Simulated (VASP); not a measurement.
Input of a VASP 6.6.1 run:

Contents of INCAR:

```
SYSTEM = MgO
PREC     = Accurate       ! precision mode
ENCUT    = 520            ! plane-wave cutoff, eV
EDIFF    = 1E-6           ! SCF threshold, eV
ISMEAR   = 0              ! smearing method
SIGMA    = 0.02           ! smearing width, eV
LREAL    = .FALSE.        ! projectors in reciprocal space
LASPH    = .TRUE.         ! aspherical terms in the spheres
NELM     = 80             ! most SCF steps
ALGO     = Normal         ! electronic algorithm
ISIF     = 2              ! what is computed and relaxed
LWAVE    = .FALSE.        ! write WAVECAR
LCHARG   = .TRUE.         ! write CHGCAR
GGA      = PS             ! functional
LELF     = .TRUE.         ! ELF
LVHAR    = .TRUE.       
NBANDS   = 16             ! bands
```

KPOINTS

```
regular mesh
0
G
  9 9 6
  0 0 0
```

POSCAR

```
MgO
1.0
    3.5290779359      0.0000000000      0.0000000000
   -1.7645389680      3.0562711444      0.0000000000
    0.0000000000      0.0000000000      4.8677771034
Mg O
2 2
Direct
    0.3333333300      0.6666666700      0.0142009651
    0.6666666700      0.3333333300      0.5142009651
    0.3333333300      0.6666666700      0.3903990349
    0.6666666700      0.3333333300      0.8903990349
```

Potentials or basis: VASP PAW PBE potentials, release 64 (Mg, O).

The run is started by

```sh
$ cat potpaw_PBE.64/Mg/POTCAR potpaw_PBE.64/O/POTCAR > POTCAR
$ mpirun -np 1 vasp_std > vasp.out
```

(1) Estimate the band gap on the k mesh.

(2) Predict the pressure.

(3) What does it give for the largest force?

Results:

(1) 2.86 eV, direct.

(2) -6.1 GPa.

(3) 2.062 eV/Å.

Caveat: the cell differs from its parent crystal (strained); the PAW data sets were made with another functional, which shifts forces and pressure a little.
